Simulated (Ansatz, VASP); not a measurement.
## BP: VASP beside Ansatz

Contents of POSCAR:

```
BP
1.0
    0.0000000000      2.2002188101      2.3022908167
    2.2002188101      0.0000000000      2.3022908167
    2.2002188101      2.2002188101      0.0000000000
B P
1 1
Direct
    0.0000000000      0.0000000000      0.0000000000
    0.7500000000      0.7500000000      0.7500000000
```

File INCAR.step1:

```
SYSTEM = BP
PREC = Accurate ; ENCUT = 520
ISMEAR = 0 ; SIGMA = 0.05
LREAL = .FALSE. ; LASPH = .TRUE.
NELM = 60 ; NBANDS = 11
GGA = PE ; ALGO = Normal
EDIFF = 1E-4 ; LWAVE = .TRUE.
LCHARG = .FALSE.
```

The input INCAR.step2:

```
SYSTEM = BP
PREC = Accurate ; ENCUT = 520
EDIFF = 1E-6 ; ISMEAR = 0
SIGMA = 0.05 ; LREAL = .FALSE.
LASPH = .TRUE. ; NELM = 60
ALGO = Normal ; ISIF = 2
LWAVE = .FALSE. ; LCHARG = .FALSE.
METAGGA = R2SCAN ; LMIXTAU = .TRUE.
NBANDS = 11 ; ISTART = 1
```

The input KPOINTS:

```
regular mesh
0
G
  10 10 10
  0 0 0
```

Input for Ansatz:

```yaml
crystal:
  lattice:
    - [0.0, 2.2002188101, 2.3022908167]
    - [2.2002188101, 0.0, 2.3022908167]
    - [2.2002188101, 2.2002188101, 0.0]
  atoms:
    - { symbol: B, position: [0.0, 0.0, 0.0] }
    - { symbol: P, position: [0.75, 0.75, 0.75] }
basis:
  ecutwfc: 500
kpoints:
  mp_grid: { grid: [10, 10, 10] }
hamiltonian:
  xc: r2scan
scf:
  occupations: { method: gaussian, width: 0.05 }
output:
  forces: true
  stress: true
  eigenvalues: true
```

Change from the starting cell: strain -0.030 along x and y, +0.015 along z, atoms carried along.

Alike in both runs: task single point; functional r2SCAN; k mesh 10 × 10 × 10; occupations gaussian, width 0.05 eV; no spin polarisation.

```csv
,VASP,Ansatz
version,VASP 6.6.1,Ansatz 0.2.0
potentials or method,"VASP PAW PBE potentials, release 64 (B, P), cutoff 520 eV","scalar-relativistic, plane waves, PAW"
valence electrons in the cell,8,8
```

Ansatz gave:

| Quantity | Value |
| --- | --- |
| gap on the k mesh at the Fermi level (eV) | 0.99 |
| least direct gap on the mesh (eV) | 3.43 |
| pressure (GPa) | 8.5 |
| traceless stress, the component that is largest in VASP (GPa) | -9.62 |

**Question.** What did VASP give for the same quantities?

**Answer.** gap on the k mesh at the Fermi level (eV): 1.01; least direct gap on the mesh (eV): 3.47; pressure (GPa): 7.9; traceless stress, the component that is largest in VASP (GPa): -9.67.

VASP's potentials were made for PBE, not for r2SCAN. With one functional, cell and mesh, what is left measures potentials, basis and numerics.
